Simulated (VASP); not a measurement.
# V (Fd-3m) in VASP: single point with PBEsol

Aim: the single point of V with PBEsol.

All numbers are computed with VASP 6.6.1; they aren't measurements. Logs are shortened: lines on timing, memory, paths and dates and some standing lists are left out, and cuts for length are marked.

### 1 The cell of the first run

The structure is cubic, space group Fd-3m (No. 227). Conventional cell: a = 5.206 Å, b = 5.206 Å, c = 5.206 Å, α = 90.00°, β = 90.00°, γ = 90.00°. Within 3.0 Å of V (site symmetry -43m) lie 4 V at 2.25 Å.

### 2 Single point, PBEsol

Input file INCAR:

```
SYSTEM = V
ALGO = Normal
EDIFF = 1E-7
ENCUT = 520
GGA = PS
ISIF = 2
ISMEAR = -1
LASPH = .True.
LCHARG = .False.
LREAL = .False.
LWAVE = .False.
NBANDS = 20
NELM = 80
PREC = Accurate
SIGMA = 0.13605693000000002
```

Input file KPOINTS:

```
k-points
0
Gamma
  9 9 9
  0 0 0
```

Input file POSCAR:

```
V
1.0
    0.0000000000      2.6029552196      2.6029552196
    2.6029552196      0.0000000000      2.6029552196
    2.6029552196      2.6029552196      0.0000000000
V
2
Direct
    0.0000000000      0.0000000000      0.0000000000
    0.2500000000      0.2500000000      0.2500000000
```

Potentials or basis: VASP PAW PBE potentials, release 64 (V_sv).

Run with:

```
$ cat potpaw_PBE.64/V_sv/POTCAR > POTCAR
$ mpirun -np 1 vasp_std > vasp.out
```

OUTCAR:

```text
SYSTEM = V
   EDIFF = 1E-7
   ENCUT = 520
   GGA = PS
   ISIF = 2
   ISMEAR = -1
   LASPH = .True.
   LREAL = .False.
   NELM = 80
   PREC = Accurate

 ion  position               nearest neighbor table
   1  0.000  0.000  0.000-   2 2.25   2 2.25   2 2.25   2 2.25
   2  0.250  0.250  0.250-   1 2.25   1 2.25   1 2.25   1 2.25

  LATTYP: Found a face centered cubic cell.
 ALAT       =     5.2059104392

  Lattice vectors:

 A1 = (   0.0000000000,   2.6029552196,   2.6029552196)
 A2 = (   2.6029552196,   0.0000000000,   2.6029552196)
 A3 = (   2.6029552196,   2.6029552196,   0.0000000000)

Analysis of symmetry for initial positions (statically):
=====================================================================
 Subroutine PRICEL returns:
 Original cell was already a primitive cell.

 Routine SETGRP: Setting up the symmetry group for a
 face centered cubic supercell.

 Subroutine GETGRP returns: Found 48 space group operations
 (whereof 24 operations were pure point group operations)
 out of a pool of 48 trial point group operations.

The static configuration has the point symmetry T_d .
 The point group associated with its full space group is O_h .

Analysis of symmetry for dynamics (positions and initial velocities):
=====================================================================
 Subroutine PRICEL returns:
 Original cell was already a primitive cell.

 Routine SETGRP: Setting up the symmetry group for a
 face centered cubic supercell.

 Subroutine GETGRP returns: Found 48 space group operations
 (whereof 24 operations were pure point group operations)
 out of a pool of 48 trial point group operations.

The dynamic configuration has the point symmetry T_d .
 The point group associated with its full space group is O_h .

 Subroutine INISYM returns: Found 48 space group operations
 (whereof 24 operations are pure point group operations),
 and found     1 'primitive' translations

----------------------------------------------------------------------------------------

                                     Primitive cell

  volume of cell :      35.2720

  direct lattice vectors                    reciprocal lattice vectors
     0.000000000  2.602955220  2.602955220    -0.192089359  0.192089359  0.192089359
     2.602955220  0.000000000  2.602955220     0.192089359 -0.192089359  0.192089359
     2.602955220  2.602955220  0.000000000     0.192089359  0.192089359 -0.192089359

  length of vectors
     3.681134574  3.681134574  3.681134574     0.332708530  0.332708530  0.332708530

  position of ions in fractional coordinates (direct lattice)
     0.000000000  0.000000000  0.000000000
     0.250000000  0.250000000  0.250000000

  ion indices of the primitive-cell ions
   primitive index   ion index
                 1           1
                 2           2

----------------------------------------------------------------------------------------

 KPOINTS: k-points

Automatic generation of k-mesh.
 Grid dimensions read from file:
 generate k-points for:    9    9    9

 Generating k-lattice:

  Cartesian coordinates                     Fractional coordinates (reciprocal lattice)
    -0.021343262  0.021343262  0.021343262     0.111111111  0.000000000  0.000000000
     0.021343262 -0.021343262  0.021343262     0.000000000  0.111111111  0.000000000
     0.021343262  0.021343262 -0.021343262     0.000000000  0.000000000  0.111111111

  Length of vectors
     0.036967614  0.036967614  0.036967614

  Shift w.r.t. Gamma in fractional coordinates (k-lattice)
     0.000000000  0.000000000  0.000000000

 Subroutine IBZKPT returns following result:
 ===========================================

 Found     35 irreducible k-points:

 Following reciprocal coordinates:
            Coordinates               Weight
  0.000000  0.000000  0.000000      1.000000
  0.111111  0.000000  0.000000      8.000000
  0.222222  0.000000  0.000000      8.000000
  0.333333  0.000000  0.000000      8.000000
  0.444444  0.000000  0.000000      8.000000
  0.111111  0.111111  0.000000      6.000000
[... 16 lines left out ...]
 -0.333333  0.333333  0.000000     12.000000
  0.444444  0.444444  0.000000      6.000000
 [... further k-points ...]
   k-points           NKPTS =     35   k-points in BZ     NKDIM =     35   number of bands    NBANDS=     20
   number of dos      NEDOS =    301   number of ions     NIONS =      2
   total plane-waves  NPLWV =  21952
   dimension x,y,z NGX =    28 NGY =   28 NGZ =   28
   dimension x,y,z NGXF=    56 NGYF=   56 NGZF=   56
   ions per type =               2
   NGX,Y,Z   is equivalent  to a cutoff of  12.65, 12.65, 12.65 a.u.
   NGXF,Y,Z  is equivalent  to a cutoff of  25.29, 25.29, 25.29 a.u.
 SYSTEM =  V
   PREC   = accura    normal or accurate (medium, high low for compatibility)
   ISTART =      0    job   : 0-new  1-cont  2-samecut
   ICHARG =      2    charge: 1-file 2-atom 10-const
   ISPIN  =      1    spin polarized calculation?
   LNONCOLLINEAR =      F non collinear calculations
   LSORBIT =      F    spin-orbit coupling
   LASPH  =      T    aspherical Exc in radial PAW
   ENCUT  =  520.0 eV  38.22 Ry    6.18 a.u.   6.84  6.84  6.84*2*pi/ulx,y,z
   NELM   =     80;   NELMIN=  2; NELMDL= -5     # of ELM steps
   EDIFF  = 0.1E-06   stopping-criterion for ELM
   LREAL  =      F    real-space projection
   EDIFFG = 0.1E-05   stopping-criterion for IOM
   NSW    =      0    number of steps for IOM
   IBRION =     -1    ionic relax: 0-MD 1-quasi-New 2-CG
   NFREE  =      0    steps in history (QN), initial steepest desc. (CG)
   ISIF   =      2    stress and relaxation
   ISYM   =      2    0-nonsym 1-usesym 2-fastsym
   POTIM  = 0.5000    time-step for ionic-motion
   TEBEG  =    0.0;   TEEND  =   0.0 temperature during run
   PSTRESS=    0.0 pullay stress
   NELECT =      26.0000    total number of electrons
   NUPDOWN=      -1.0000    fix difference up-down
   EMIN   =  10.00;   EMAX   =-10.00  energy-range for DOS
   EFERMI =   0.00;   METHOD = LEGACY
   ISMEAR =    -1;   SIGMA  =   0.14  broadening in eV -4-tet -1-fermi 0-gaus
   EFERMI_NEDOS =   21; number of points for ismear=-14 and -15
   IALGO  =     38    algorithm
   IMIX   =      4    mixing-type and parameters
     AMIX     =   0.40;   BMIX     =  1.00
     AMIX_MAG =   1.60;   BMIX_MAG =  1.00
  volume/ion in A,a.u.               =      17.64       119.01
  Fermi-wavevector in a.u.,A,eV,Ry     =   1.478845  2.794611 29.755694  2.186982
  Thomas-Fermi vector in A             =   2.593076
   LORBIT       =      0    0 simple, 1 ext, 2 COOP (PROOUT), +10 PAW based schemes
   GGA     = PS    functional components
   LHFCALC =     F    Hartree Fock is set to
   AEXX    =    0.0000 exact exchange contribution
   IVDW    =     0    specifies the selected vdW correction
   LEPSILON=     F    determine dielectric tensor
   LRPA    =     F    only Hartree local field effects (RPA)
 non-spin polarized calculation
  energy-cutoff  :      520.00
  volume of cell :       35.27
 maximum number of plane-waves:       959
   NGX = 13   NGY = 13   NGZ = 13

 number of electron      25.9999999 magnetization

 Free energy of the ion-electron system (eV)
  ---------------------------------------------------
  ext. energy  EPLUGINS =         0.00000000
  ---------------------------------------------------
  free energy    TOTEN  =       -14.45857470 eV

  energy without entropy =      -14.17208849  energy(sigma->0) =      -14.31533159

 E-fermi :   6.5970     XC(G=0): -11.2918

 val. band max:        6.5931330101   @ k =   0.3333   0.3333   0.0000
 cond. band min:       6.6121831339   @ k =  -0.4444   0.2222   0.0000
 fundamental gap:      0.0190501237
 Fermi energy:         6.5970002080

 k-point     1 :       0.0000    0.0000    0.0000
  band No.  band energies     occupation
      1     -56.8885      2.00000
      2     -56.1421      2.00000
      3     -31.0628      2.00000
      4     -31.0628      2.00000
      5     -31.0628      2.00000
      6     -30.0902      2.00000
[... 12 lines left out ...]
     19      10.5624      0.00000
     20      20.0032      0.00000

 k-point     2 :       0.1111    0.0000    0.0000
  band No.  band energies     occupation
      1     -56.8721      2.00000
      2     -56.1593      2.00000
      3     -31.0788      2.00000
      4     -31.0788      2.00000
      5     -31.0643      2.00000
      6     -30.0909      2.00000
[... 12 lines left out ...]
     19      10.5510      0.00000
     20      17.7660      0.00000

 k-point     3 :       0.2222    0.0000    0.0000
  band No.  band energies     occupation
      1     -56.8266      2.00000
      2     -56.2068      2.00000
      3     -31.1170      2.00000
      4     -31.1170      2.00000
      5     -31.0692      2.00000
      6     -30.0915      2.00000
[... 12 lines left out ...]
     19      10.4968      0.00000
     20      15.3137      0.00000

 k-point     4 :       0.3333    0.0000    0.0000
  band No.  band energies     occupation
      1     -56.7645      2.00000
      2     -56.2712      2.00000
      3     -31.1574      2.00000
      4     -31.1574      2.00000
      5     -31.0767      2.00000
      6     -30.0899      2.00000
[... 12 lines left out ...]
     19      10.3592      0.00000
     20      13.0464      0.00000

 k-point     5 :       0.4444    0.0000    0.0000
  band No.  band energies     occupation
      1     -56.7132      2.00000
      2     -56.3240      2.00000
      3     -31.1822      2.00000
      4     -31.1822      2.00000
      5     -31.0826      2.00000
      6     -30.0877      2.00000
[... 12 lines left out ...]
     19      10.1602      0.00000
     20      11.4720      0.00000
[... 353 lines left out ...]
      6     -30.4144      2.00000
[... 12 lines left out ...]
     19      10.7441      0.00000
     20      12.5398      0.00000

 k-point    22 :      -0.4444    0.3333    0.0000
  band No.  band energies     occupation
      1     -56.5911      2.00000
      2     -56.4482      2.00000
      3     -31.3294      2.00000
      4     -31.2765      2.00000
      5     -30.7217      2.00000
      6     -30.4432      2.00000
[... 12 lines left out ...]
     19      10.6317      0.00000
     20      11.0464      0.00000

 k-point    23 :      -0.3333    0.3333    0.0000
  band No.  band energies     occupation
      1     -56.6127      2.00000
      2     -56.4264      2.00000
      3     -31.3383      2.00000
      4     -31.2481      2.00000
      5     -30.7805      2.00000
      6     -30.3780      2.00000
[... 12 lines left out ...]
     19      10.6274      0.00000
     20      11.5231      0.00000

 k-point    24 :       0.4444    0.4444    0.0000
  band No.  band energies     occupation
      1     -56.5844      2.00000
      2     -56.4550      2.00000
      3     -31.3046      2.00000
      4     -31.3046      2.00000
      5     -30.6721      2.00000
      6     -30.5060      2.00000
[... 12 lines left out ...]
     19      10.8949      0.00000
     20      11.9627      0.00000

 [... further k-points ...]

------------------------ aborting loop because EDIFF is reached ----------------------------------------

  FORCE on cell =-STRESS in cart. coord.  units (eV):
  Direction    XX          YY          ZZ          XY          YZ          ZX
  --------------------------------------------------------------------------------------
  -------------------------------------------------------------------------------------
  Total        0.1483085      0.1483085      0.1483085      0.0000000     -0.0000000      0.0000000
  in kB        6.7366874      6.7366874      6.7366874      0.0000000     -0.0000000      0.0000000
  external PRESSURE =       6.7366874 kB  Pullay stress =       0.0000000 kB

 VOLUME and BASIS-vectors are now :
 -----------------------------------------------------------------------------
  energy-cutoff  :      520.00
  volume of cell :       35.27
      direct lattice vectors                 reciprocal lattice vectors
     0.000000000  2.602955220  2.602955220    -0.192089359  0.192089359  0.192089359
     2.602955220  0.000000000  2.602955220     0.192089359 -0.192089359  0.192089359
     2.602955220  2.602955220  0.000000000     0.192089359  0.192089359 -0.192089359

 POSITION                                       TOTAL-FORCE (eV/Angst)
 -----------------------------------------------------------------------------------
      0.00000      0.00000      0.00000         0.000000      0.000000      0.000000
      1.30148      1.30148      1.30148        -0.000000     -0.000000     -0.000000
 -----------------------------------------------------------------------------------
    total drift:                                0.000000      0.000000      0.000000

  FREE ENERGIE OF THE ION-ELECTRON SYSTEM (eV)
  ---------------------------------------------------
  free  energy   TOTEN  =       -14.4585747000 eV

  energy  without entropy=      -14.1720884851  energy(sigma->0) =      -14.31533159
```

It took 19 s on 1 thread of Intel Xeon 6975P-C, shared host; peak memory 0.16 GiB.

What came out:

```
Free energy            : -14.4586 eV
Pressure               : 0.7 GPa
Band gap on the k mesh : zero (band 13 reaches 6.92 eV, above the bottom of band 14 at 6.01 eV)
```

Caveat: the PAW data sets were made with another functional, which shifts forces and pressure a little.
